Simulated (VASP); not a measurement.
**Cd: relaxation of cell and atoms with PBE**

Cd:

```xyz
1
Lattice="3.0114 0.0000 0.0000 0.0000 3.0114 0.0000 0.0000 0.0000 3.0114" Properties=species:S:1:pos:R:3 pbc="T T T"
Cd    0.0000    0.0000    0.0000
```

This isn't the form of Cd at room conditions, which is hcp.

* Program: VASP 6.6.1
* Task: relaxation of cell and atoms
* Functional: PBE
* Potentials or basis: VASP PAW PBE potentials, release 64 (Cd)
* Cutoff: 600 eV
* k mesh: 18 × 18 × 18
* Occupations: gaussian, width 0.1 eV
* Spin: no spin polarisation
* Dipole correction: no
* Further INCAR settings: ALGO = Fast; EDIFF = 1e-06; IBRION = 2; EDIFFG = -0.01; NSW = 100; ISIF = 3

| Item | Value |
| --- | --- |
| Relaxed volume | 27.05 Å³/atom |
| Relaxed cell | a = 3.002 Å, b = 3.002 Å, c = 3.002 Å, α = 90.00°, β = 90.00°, γ = 90.00° |
| Space group after relaxing (to 0.1 Å) | Pm-3m (No. 221) |
| Energy gained by relaxing | 0.3 meV/atom |
| Ionic steps | 3 |
| Pressure after relaxing | 0.0 GPa |
| Band gap on the k mesh | zero (bands 6 and 7 overlap by 6.44 eV) |

The path:
```
step  energy change (eV)  largest force (eV/Å)  pressure (GPa)  volume (Å³)
   1              0.0000                0.0000           -0.28        27.31
   2             -0.0003                0.0000           -0.13        27.12
   3             -0.0003                0.0000           -0.04        27.05
```

Final structure:
```
Cd
1.0
     3.00168    0.00000    0.00000
     0.00000    3.00168    0.00000
     0.00000    0.00000    3.00168
Cd
1
Direct
  0.00000 0.00000 0.00000
```

Levels at points of the mesh, in eV from the Fermi level:
```
           k point  band 4  band 5  band 6  band 7  band 8  band 9
(0.00, 0.00, 0.00)   -8.17   -8.17   -7.40    9.67    9.67    9.67
(0.50, 0.00, 0.00)   -8.55   -8.14   -2.73   -2.02   13.37   13.37
(0.50, 0.50, 0.00)   -8.49   -7.82    1.19    1.19    1.63    5.61
(0.50, 0.50, 0.50)   -7.80   -7.80    4.42    4.42    4.42    6.90
```

It took 2.4 min on 1 thread of Oxide Virtual Turin-like Processor (shared host), peak memory 0.17 GiB.
